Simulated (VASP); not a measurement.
# BaNa2NiP2O8 (P-3m1) in VASP: single point with PBE+U

Aim: the single point of BaNa2NiP2O8 with PBE+U.

All numbers are computed with VASP 6.6.1; they aren't measurements. Logs are shortened: lines on timing, memory, paths and dates and some standing lists are left out, and cuts for length are marked.

### Step 1. The cell of the first run

Symmetry: P-3m1, No. 164, trigonal system. The conventional cell has a = 5.281 Å, b = 5.281 Å, c = 6.959 Å, α = 90.00°, β = 90.00°, γ = 120.00°. Ba (site symmetry -3m) has 12 O at 2.78 to 3.05 Å and 2 Ni at 3.48 Å and 6 P at 3.49 Å and 6 Na at 3.77 Å within 3.8 Å. Within 2.7 Å of Ni (site symmetry -3m) lie 6 O at 2.04 Å. Na (site symmetry 3m) has 10 O at 2.40 to 2.87 Å and 4 P at 3.05 to 3.09 Å and 3 Ni at 3.30 Å within 3.3 Å. P (site symmetry 3m) has 4 O at 1.51 to 1.52 Å within 2.0 Å. O (site symmetry 3m) has 1 P at 1.51 Å within 2.0 Å. O (site symmetry m) has 1 P at 1.52 Å and 1 Ni at 2.04 Å within 2.1 Å.

### Step 2. Single point, PBE+U, collinear spin, ferromagnetic start

File INCAR:

```
SYSTEM = BaNa2NiP2O8
PREC = Accurate
ENCUT = 520
EDIFF = 1E-6
ISMEAR = 0
SIGMA = 0.05
LREAL = .False.
LASPH = .True.
NELM = 150
ALGO = Normal
ISIF = 2
LWAVE = .False.
LCHARG = .False.
ISPIN = 2
MAGMOM = 0 2 0 0 0 0 0 0 0 0 0 0 0 0
LORBIT = 11
LMAXMIX = 4
LDAU = .True.
LDAUTYPE = 2
LDAUL = -1 2 -1 -1 -1
LDAUU = 0 6.2 0 0 0
LDAUJ = 0 0 0 0 0
LDAUPRINT = 1
GGA = PE
NBANDS = 63
```

File KPOINTS:

```
Automatic mesh
0
Gamma
  3 3 2
  0 0 0
```

File POSCAR:

```
BaNa2NiP2O8
1.0
    5.2806000000      0.0000000000      0.0000000000
   -2.6403000000      4.5731337500      0.0000000000
    0.0000000000      0.0000000000      6.9591000000
Ba Ni Na P O
1 1 2 2 8
Direct
    0.0000000000      0.0000000000      0.0000000000
    0.0000000000      0.0000000000      0.5000000000
    0.6666666700      0.3333333300      0.6812980000
    0.3333333300      0.6666666700      0.3187020000
    0.6666666700      0.3333333300      0.2437000000
    0.3333333300      0.6666666700      0.7563000000
    0.6666666700      0.3333333300      0.0268360000
    0.3333333300      0.6666666700      0.9731640000
    0.3567920000      0.1783960000      0.3230640000
    0.6432080000      0.8216040000      0.6769360000
    0.8216040000      0.1783960000      0.3230640000
    0.1783960000      0.8216040000      0.6769360000
    0.8216040000      0.6432080000      0.3230640000
    0.1783960000      0.3567920000      0.6769360000
```

Potentials or basis: VASP PAW PBE potentials, release 64 (Ba_sv, Ni, Na_pv, P, O).

Command:

```sh
$ cat potpaw_PBE.64/Ba_sv/POTCAR potpaw_PBE.64/Ni/POTCAR potpaw_PBE.64/Na_pv/POTCAR potpaw_PBE.64/P/POTCAR potpaw_PBE.64/O/POTCAR > POTCAR
$ mpirun -np 1 vasp_std > vasp.out
```

OUTCAR:

```text
SYSTEM = BaNa2NiP2O8
   PREC = Accurate
   ENCUT = 520
   EDIFF = 1E-6
   ISMEAR = 0
   LREAL = .False.
   LASPH = .True.
   NELM = 150
   ISIF = 2
   ISPIN = 2
   LORBIT = 11
   GGA = PE

 ion  position               nearest neighbor table
   1  0.000  0.000  0.000-   9 2.78  10 2.78  11 2.78  12 2.78  13 2.78  14 2.78   7 3.05   8 3.05
                             7 3.05   8 3.05   7 3.05   8 3.05   2 3.48   2 3.48   6 3.49   5 3.49
   2  0.000  0.000  0.500-   9 2.04  10 2.04  11 2.04  12 2.04  13 2.04  14 2.04   1 3.48   1 3.48

   3  0.667  0.333  0.681-   1 3.77   1 3.77   1 3.77
   4  0.333  0.667  0.319-   1 3.77   1 3.77   1 3.77
   5  0.667  0.333  0.244-   7 1.51  11 1.52   9 1.52  13 1.52   1 3.49   1 3.49   1 3.49
   6  0.333  0.667  0.756-   8 1.51  12 1.52  10 1.52  14 1.52   1 3.49   1 3.49   1 3.49
   7  0.667  0.333  0.027-   5 1.51   1 3.05   1 3.05   1 3.05
   8  0.333  0.667  0.973-   6 1.51   1 3.05   1 3.05   1 3.05
   9  0.357  0.178  0.323-   5 1.52   2 2.04   1 2.78
  10  0.643  0.822  0.677-   6 1.52   2 2.04   1 2.78
  11  0.822  0.178  0.323-   5 1.52   2 2.04   1 2.78
  12  0.178  0.822  0.677-   6 1.52   2 2.04   1 2.78
  13  0.822  0.643  0.323-   5 1.52   2 2.04   1 2.78
  14  0.178  0.357  0.677-   6 1.52   2 2.04   1 2.78

  LATTYP: Found a hexagonal cell.
 ALAT       =     5.2806000000
 C/A-ratio  =     1.3178616066

  Lattice vectors:

 A1 = (   5.2806000000,   0.0000000000,   0.0000000000)
 A2 = (  -2.6403000000,   4.5731337500,   0.0000000000)
 A3 = (   0.0000000000,   0.0000000000,   6.9591000000)

Analysis of symmetry for initial positions (statically):
=====================================================================
 Subroutine PRICEL returns:
 Original cell was already a primitive cell.

 Routine SETGRP: Setting up the symmetry group for a
 hexagonal supercell.

 Subroutine GETGRP returns: Found 12 space group operations
 (whereof 12 operations were pure point group operations)
 out of a pool of 24 trial point group operations.

The static configuration has the point symmetry D_3d.

Analysis of symmetry for dynamics (positions and initial velocities):
=====================================================================
 Subroutine PRICEL returns:
 Original cell was already a primitive cell.

 Routine SETGRP: Setting up the symmetry group for a
 hexagonal supercell.

 Subroutine GETGRP returns: Found 12 space group operations
 (whereof 12 operations were pure point group operations)
[... 580 lines left out ...]
     58      12.8441      0.00000
 Fermi energy:         2.8375509373

 spin component 2

 k-point     1 :       0.0000    0.0000    0.0000
  band No.  band energies     occupation
      1     -22.2196      1.00000
      2     -19.0662      1.00000
      3     -19.0596      1.00000
      4     -19.0519      1.00000
      5     -19.0519      1.00000
      6     -19.0464      1.00000
[... 355 lines left out ...]
     57      12.5162      0.00000
     58      12.8589      0.00000
 [bands above 58 left out]

------------------------ aborting loop because EDIFF is reached ----------------------------------------

  FORCE on cell =-STRESS in cart. coord.  units (eV):
  Direction    XX          YY          ZZ          XY          YZ          ZX
  --------------------------------------------------------------------------------------
  -------------------------------------------------------------------------------------
  Total        9.6479643      9.6479643      7.8728398      0.0000000      0.0000000      0.0000000
  in kB       91.9805530     91.9805531     75.0570934      0.0000000      0.0000000      0.0000000
  external PRESSURE =      86.3393998 kB  Pullay stress =       0.0000000 kB

 VOLUME and BASIS-vectors are now :
 -----------------------------------------------------------------------------
  energy-cutoff  :      520.00
  volume of cell :      168.05
      direct lattice vectors                 reciprocal lattice vectors
     5.280600000  0.000000000  0.000000000     0.189372420  0.109334217  0.000000000
    -2.640300000  4.573133750  0.000000000     0.000000000  0.218668435  0.000000000
     0.000000000  0.000000000  6.959100000     0.000000000  0.000000000  0.143696742

 POSITION                                       TOTAL-FORCE (eV/Angst)
 -----------------------------------------------------------------------------------
      0.00000      0.00000      0.00000        -0.000000     -0.000000     -0.000000
      0.00000      0.00000      3.47955        -0.000000     -0.000000     -0.000000
      2.64030      1.52438      4.74122        -0.000000     -0.000000     -0.099077
     -0.00000      3.04876      2.21788        -0.000000     -0.000000      0.099077
      2.64030      1.52438      1.69593        -0.000000     -0.000000      0.308819
     -0.00000      3.04876      5.26317        -0.000000     -0.000000     -0.308819
      2.64030      1.52438      0.18675        -0.000000     -0.000000     -1.460323
     -0.00000      3.04876      6.77235        -0.000000     -0.000000      1.460323
      1.41306      0.81583      2.24823        -1.400899     -0.808809      0.278027
      1.22724      3.75730      4.71087         1.400899      0.808809     -0.278027
      3.86754      0.81583      2.24823         1.400899     -0.808809      0.278027
     -1.22724      3.75730      4.71087        -1.400899      0.808809     -0.278027
      2.64030      2.94148      2.24823        -0.000000      1.617619      0.278027
      0.00000      1.63166      4.71087         0.000000     -1.617619     -0.278027
 -----------------------------------------------------------------------------------
    total drift:                                0.000000      0.000000      0.000000

  FREE ENERGIE OF THE ION-ELECTRON SYSTEM (eV)
  ---------------------------------------------------
  free  energy   TOTEN  =       -89.7718290541 eV

  energy  without entropy=      -89.7718290541  energy(sigma->0) =      -89.77182905

 total charge

# of ion       s       p       d       tot
------------------------------------------
    1        1.998   5.648   0.249   7.895
    2        0.300   0.409   8.178   8.887
    3        0.035   5.978   0.000   6.013
    4        0.035   5.978   0.000   6.013
    5        0.922   1.582   0.000   2.503
    6        0.922   1.582   0.000   2.503
    7        1.566   3.597   0.000   5.163
    8        1.566   3.597   0.000   5.163
    9        1.559   3.640   0.000   5.199
   10        1.559   3.640   0.000   5.199
   11        1.559   3.640   0.000   5.199
   12        1.559   3.640   0.000   5.199
   13        1.559   3.640   0.000   5.199
   14        1.559   3.640   0.000   5.199
--------------------------------------------------
tot         16.697  50.209   8.427  75.333

 magnetization (x)

# of ion       s       p       d       tot
------------------------------------------
    1       -0.000  -0.000  -0.000  -0.001
    2        0.006   0.006   1.855   1.867
    3       -0.000  -0.000   0.000  -0.000
    4       -0.000  -0.000   0.000  -0.000
    5        0.004   0.008   0.000   0.012
    6        0.004   0.008   0.000   0.012
    7        0.000   0.007   0.000   0.007
    8        0.000   0.007   0.000   0.007
    9        0.004   0.014   0.000   0.018
   10        0.004   0.014   0.000   0.018
   11        0.004   0.014   0.000   0.018
   12        0.004   0.014   0.000   0.018
   13        0.004   0.014   0.000   0.018
   14        0.004   0.014   0.000   0.018
--------------------------------------------------
tot          0.040   0.117   1.855   2.013
```

OSZICAR:

```text
N       E                     dE             d eps       ncg     rms          rms(c)
DAV:   1     0.111290818324E+04    0.11129E+04   -0.43995E+04  1512   0.163E+03
DAV:   2     0.669647941839E+02   -0.10459E+04   -0.95989E+03  1640   0.455E+02
DAV:   3    -0.915890220907E+02   -0.15855E+03   -0.15472E+03  1756   0.187E+02
DAV:   4    -0.996130250753E+02   -0.80240E+01   -0.79410E+01  1960   0.439E+01
DAV:   5    -0.998749421488E+02   -0.26192E+00   -0.26136E+00  2232   0.720E+00    0.386E+01
DAV:   6    -0.884758041403E+02    0.11399E+02   -0.55595E+01  2185   0.504E+01    0.266E+01
DAV:   7    -0.894035731669E+02   -0.92777E+00   -0.78875E+00  2064   0.225E+01    0.112E+01
DAV:   8    -0.896480227222E+02   -0.24445E+00   -0.13055E+00  2048   0.116E+01    0.827E+00
DAV:   9    -0.897535002302E+02   -0.10548E+00   -0.21969E-01  2104   0.502E+00    0.263E+00
DAV:  10    -0.897617409356E+02   -0.82407E-02   -0.91294E-02  2248   0.475E+00    0.517E-01
DAV:  11    -0.897707886393E+02   -0.90477E-02   -0.48947E-02  1848   0.131E+00    0.222E-01
DAV:  12    -0.897715415163E+02   -0.75288E-03   -0.36380E-03  1896   0.458E-01    0.157E-01
DAV:  13    -0.897717091649E+02   -0.16765E-03   -0.45832E-04  2088   0.122E-01    0.783E-02
DAV:  14    -0.897718046855E+02   -0.95521E-04   -0.82045E-05  1968   0.834E-02    0.320E-02
DAV:  15    -0.897718250030E+02   -0.20318E-04   -0.59651E-05  2040   0.512E-02    0.173E-02
DAV:  16    -0.897718283602E+02   -0.33571E-05   -0.11983E-05  1880   0.240E-02    0.936E-03
DAV:  17    -0.897718290541E+02   -0.69399E-06   -0.13676E-06  1305   0.112E-02
   1 F= -.89771829E+02 E0= -.89771829E+02  d E =-.260385E-20  mag=     2.0000
```

Wall time 3.2 min (1 thread of Intel Xeon Platinum 8259CL at 2.50GHz (Skylake/Cascade Lake), shared host); peak memory 0.41 GiB.

What came out:

```
Free energy                                           : -89.7718 eV
Pressure                                              : 8.6 GPa
Largest force                                         : 1.641 eV/Å
Band gap on the k mesh                                : 4.20 eV (least direct gap 4.27 eV)
Net moment                                            : 2.00 μB per cell
Site moments                                          : Ba -0.00; Ni +1.87; Na -0.00; P +0.01; O +0.01, +0.02 (each value once) μB
Valence electrons inside the program's atomic spheres : Ba 7.89; Ni 8.89; Na 6.01; P 2.50; O 5.16, 5.20 (each value once)
```

Forces on the atoms (eV/Å):
```
Ba   0.000  0.000  0.000
Ni   0.000  0.000  0.000
Na   0.000  0.000 -0.099
Na   0.000  0.000  0.099
P    0.000  0.000  0.309
P    0.000  0.000 -0.309
O    0.000  0.000 -1.460
O    0.000  0.000  1.460
O   -1.401 -0.809  0.278
O    1.401  0.809 -0.278
O    1.401 -0.809  0.278
O   -1.401  0.809 -0.278
O    0.000  1.618  0.278
O    0.000 -1.618 -0.278
```

Eigenvalues of the final occupation matrices:
```
    site  spin  trace               eigenvalues
site 2 d     1   5.03  0.98 0.98 0.98 1.04 1.04
site 2 d     2   3.17  0.11 0.11 0.98 0.98 0.98
```

Caveat: the k points lie up to 0.46 Å⁻¹ apart; spin-orbit coupling is left out, which moves the levels of the heavy elements; a cell with one magnetic atom can't hold antiferromagnetic order, which such compounds often take; forces of over 1 eV/Å act on the atoms, so gaps and moduli don't describe the material at rest. The state reached can hang on the start; a lower one may exist.
